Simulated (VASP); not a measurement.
# Au (I4/mmm) in VASP: a series of runs, part 2 of 2

VASP 6.6.1. Earlier steps stand in the parts before.

## (3) Single point, PBEsol (strain -0.030 along x and y, +0.030 along z)

The input, INCAR:

```
SYSTEM = Au
  PREC = Accurate
  ENCUT = 520
  EDIFF = 1E-6
  ISMEAR = 0
  SIGMA = 0.15
  LREAL = .False.
  LASPH = .True.
  NELM = 60
  ALGO = Fast
  ISIF = 2
  LWAVE = .False.
  LCHARG = .False.
  GGA = PS
  NBANDS = 12
```

The input, KPOINTS:

```
regular mesh
0
Gamma
  26 26 26
  0 0 0
```

The input, POSCAR:

```
Au
1.0
    0.0000000000      1.9806763535      2.1031924167
    1.9806763535      0.0000000000      2.1031924167
    1.9806763535      1.9806763535      0.0000000000
Au
1
Direct
    0.0000000000      0.0000000000      0.0000000000
```

Potentials or basis: VASP PAW PBE potentials, release 64 (Au).

Run with:

```console
$ cat potpaw_PBE.64/Au/POTCAR > POTCAR
$ mpirun -np 1 vasp_std > vasp.out
```

OUTCAR:

```text
SYSTEM = Au
   PREC = Accurate
   ENCUT = 520
   EDIFF = 1E-6
   ISMEAR = 0
   LREAL = .False.
   LASPH = .True.
   NELM = 60
   ISIF = 2
   GGA = PS

 ion  position               nearest neighbor table
   1  0.000  0.000  0.000-

  LATTYP: Found a body centered tetragonal cell.
 ALAT       =     2.8010993618
 C/A-ratio  =     1.5016906900

  Lattice vectors:

 A1 = (  -1.9806763535,   0.0000000000,   2.1031924167)
 A2 = (   1.9806763535,   0.0000000000,   2.1031924167)
 A3 = (   0.0000000000,   1.9806763535,  -2.1031924167)

Analysis of symmetry for initial positions (statically):
=====================================================================
 Subroutine PRICEL returns:
 Original cell was already a primitive cell.

 Routine SETGRP: Setting up the symmetry group for a
 body centered tetragonal supercell.

 Subroutine GETGRP returns: Found 16 space group operations
 (whereof 16 operations were pure point group operations)
 out of a pool of 16 trial point group operations.

The static configuration has the point symmetry D_4h.

Analysis of symmetry for dynamics (positions and initial velocities):
[... 170 lines left out ...]
      3       5.1746      2.00000
      4       5.1746      2.00000
      5       6.2443      2.00000
      6       6.8900      2.00000
      7      24.3335      0.00000
      8      27.7358      0.00000
      9      28.8284      0.00000
     10      28.8284      0.00000
     11      33.4923      0.00000
     12      38.0639      0.00000
[... 331 lines left out ...]
 k-point    24 :       0.3846    0.0385    0.0000
  band No.  band energies     occupation
      1       2.1741      2.00000
      2       4.7496      2.00000
      3       5.3725      2.00000
      4       6.2099      2.00000
      5       7.4955      2.00000
      6       7.5500      2.00000
      7      16.4707      0.00000
      8      24.2051      0.00000
      9      28.0497      0.00000
     10      28.2842      0.00000
     11      33.2999      0.00000
     12      34.7583      0.00000

 [... further k-points ...]

------------------------ aborting loop because EDIFF is reached ----------------------------------------

  FORCE on cell =-STRESS in cart. coord.  units (eV):
  Direction    XX          YY          ZZ          XY          YZ          ZX
  --------------------------------------------------------------------------------------
  -------------------------------------------------------------------------------------
  Total        0.6901395      0.6901395      0.4001372      0.0000000     -0.0000000     -0.0000000
  in kB       67.0056550     67.0056550     38.8493293      0.0000000     -0.0000000     -0.0000000
  external PRESSURE =      57.6202131 kB  Pullay stress =       0.0000000 kB

 VOLUME and BASIS-vectors are now :
 -----------------------------------------------------------------------------
  energy-cutoff  :      520.00
  volume of cell :       16.50
      direct lattice vectors                 reciprocal lattice vectors
     0.000000000  1.980676354  2.103192417    -0.252439021  0.252439021  0.237733835
     1.980676354  0.000000000  2.103192417     0.252439021 -0.252439021  0.237733835
     1.980676354  1.980676354  0.000000000     0.252439021  0.252439021 -0.237733835

 POSITION                                       TOTAL-FORCE (eV/Angst)
 -----------------------------------------------------------------------------------
      0.00000      0.00000      0.00000         0.000000     -0.000000     -0.000000
 -----------------------------------------------------------------------------------
    total drift:                               -0.000000      0.000000     -0.000000

  FREE ENERGIE OF THE ION-ELECTRON SYSTEM (eV)
  ---------------------------------------------------
  free  energy   TOTEN  =        -3.9122841690 eV

  energy  without entropy=       -3.9093827702  energy(sigma->0) =       -3.91083347
```

OSZICAR:

```text
N       E                     dE             d eps       ncg     rms          rms(c)
DAV:   1     0.489194797219E+02    0.48919E+02   -0.55855E+03 33152   0.819E+02
DAV:   2    -0.354517233531E+01   -0.52465E+02   -0.49514E+02 37552   0.188E+02
DAV:   3    -0.425065125244E+01   -0.70548E+00   -0.70463E+00 38492   0.210E+01
DAV:   4    -0.425291583408E+01   -0.22646E-02   -0.22645E-02 38064   0.137E+00
DAV:   5    -0.425293153672E+01   -0.15703E-04   -0.15703E-04 39180   0.108E-01    0.106E+01
RMM:   6    -0.394055360114E+01    0.31238E+00   -0.34752E-01 32034   0.490E+00    0.643E+00
RMM:   7    -0.391537289756E+01    0.25181E-01   -0.45678E-02 33911   0.197E+00    0.295E+00
RMM:   8    -0.391231352813E+01    0.30594E-02   -0.44739E-03 35857   0.588E-01    0.395E-01
RMM:   9    -0.391228268002E+01    0.30848E-04   -0.51292E-04 37980   0.191E-01    0.121E-01
RMM:  10    -0.391228386381E+01   -0.11838E-05   -0.78191E-05 37323   0.672E-02    0.820E-02
RMM:  11    -0.391228413028E+01   -0.26647E-06   -0.16246E-05 35755   0.260E-02    0.112E-02
RMM:  12    -0.391228416896E+01   -0.38682E-07   -0.18044E-06 29960   0.832E-03
   1 F= -.39122842E+01 E0= -.39108335E+01  d E =-.290140E-02
```

stdout:

```text
POSCAR found type information on POSCAR Au
 POSCAR found :  1 types and       1 ions
 scaLAPACK will be used
 -----------------------------------------------------------------------------
|                                                                             |
|                                                                             |
|     You enforced a specific xc type in the INCAR file but a different       |
|     I HOPE YOU KNOW WHAT YOU ARE DOING!                                     |
|                                                                             |
 -----------------------------------------------------------------------------

 LDA part: xc-table for (Slater+PW92), standard interpolation
 POSCAR, INCAR and KPOINTS ok, starting setup
 FFT: planning ... GRIDC
 FFT: planning ... GRID_SOFT
 FFT: planning ... GRID
 WAVECAR not read
 entering main loop
```

Run time: 5.1 min. Hardware: 1 thread of Intel Xeon 8259CL, shared host; peak memory 0.36 GiB.

Results:

```yaml
Free_energy: -3.9123 eV
Pressure: 5.8 GPa
Band_gap_on_the_k_mesh: zero (an odd number of electrons rules out a gap without spin polarisation)
```

Stress tensor (GPa, compression positive):
```
6.70 0.00 0.00
0.00 6.70 0.00
0.00 0.00 3.88
```

Caveat: the cell differs from its parent crystal (strain -0.030 along x and y, +0.030 along z); the cell stands under pressure; the PAW data sets were made with another functional, which shifts forces and pressure a little; spin-orbit coupling is left out, which moves the levels of the heavy elements.

## (4) Single point, PBEsol (strain +0.000 along x and y, -0.030 along z)

The input, INCAR:

```
ALGO = Fast
EDIFF = 1E-7
ENCUT = 520
GGA = PS
ISIF = 2
ISMEAR = 0
LASPH = T
LCHARG = F
LREAL = F
LWAVE = F
NBANDS = 12
NELM = 80
PREC = Accurate
SIGMA = 0.15
```

The input, KPOINTS:

```
k-points
0
Gamma
  26 26 26
```

The input, POSCAR:

```
Au
1.0
    0.0000000000      2.0419343851      1.9806763535
    2.0419343851      0.0000000000      1.9806763535
    2.0419343851      2.0419343851      0.0000000000
Au
1
Direct
    0.0000000000      0.0000000000      0.0000000000
```

Run with:

```console
$ cat potpaw_PBE.64/Au/POTCAR > POTCAR
$ mpirun -np 1 vasp_std > vasp.out
```

It took 4.2 min on 1 thread of Intel Xeon 8259CL, shared host; peak memory 0.37 GiB.

It converged, with:

```yaml
Free_energy: -3.9170 eV
Pressure: 5.4 GPa
Band_gap_on_the_k_mesh: zero (an odd number of electrons rules out a gap without spin polarisation)
```

Stress tensor (GPa, compression positive):
```
5.04 0.00 0.00
0.00 5.04 0.00
0.00 0.00 6.08
```

Levels at points of the mesh, in eV from the Fermi level:
| k point | band 3 | band 4 | band 5 | band 6 | band 7 | band 8 | band 9 | band 10 |
| --- | --- | --- | --- | --- | --- | --- | --- | --- |
| (0.00, 0.00, 0.00) | -4.96 | -4.68 | -3.41 | -3.11 | 14.45 | 18.42 | 18.42 | 19.00 |
| (0.50, 0.00, 0.00) | -4.77 | -2.06 | -1.91 | -1.19 | 3.21 | 13.85 | 16.98 | 17.69 |
| (0.50, 0.50, 0.00) | -2.03 | -1.63 | -1.63 | 1.22 | 6.47 | 9.66 | 9.66 | 17.18 |
| (0.50, 0.00, 0.50) | -2.03 | -1.76 | -1.54 | 0.67 | 5.75 | 10.17 | 10.26 | 17.67 |

Caveat: the cell differs from its parent crystal (strain +0.000 along x and y, -0.030 along z); the cell stands under pressure; the PAW data sets were made with another functional, which shifts forces and pressure a little; spin-orbit coupling is left out, which moves the levels of the heavy elements.

## (5) Summary

| cell | further INCAR settings | gap on the mesh (eV) | pressure (GPa) |
| --- | --- | --- | --- |
| a = 2.867, b = 2.867, c = 2.801 Å, angles 60.8, 60.8, 58.5°, 1 atom | ALGO = Fast; EDIFF = 1e-07; NBANDS = 12 | none | 8.8 |
| a = 2.889, b = 2.889, c = 2.801 Å, angles 61.0, 61.0, 58.0°, 1 atom | ALGO = Fast; EDIFF = 1e-06; NBANDS = 12 | none | 5.8 |
| a = 2.845, b = 2.845, c = 2.888 Å, angles 59.5, 59.5, 61.0°, 1 atom | ALGO = Fast; EDIFF = 1e-07; NBANDS = 12 | none | 5.4 |

Alike in all rows: task single point; level PBEsol; potentials or basis VASP PAW PBE potentials, release 64 (Au); no spin polarisation; k mesh 26 × 26 × 26; cutoff (eV) 520; smearing gaussian 0.15 eV.

Caveats: the cell stands under pressure; the PAW data sets were made with another functional, which shifts forces and pressure a little; spin-orbit coupling is left out, which moves the levels of the heavy elements.

Absolute energies hang on the potentials; compare differences alone.
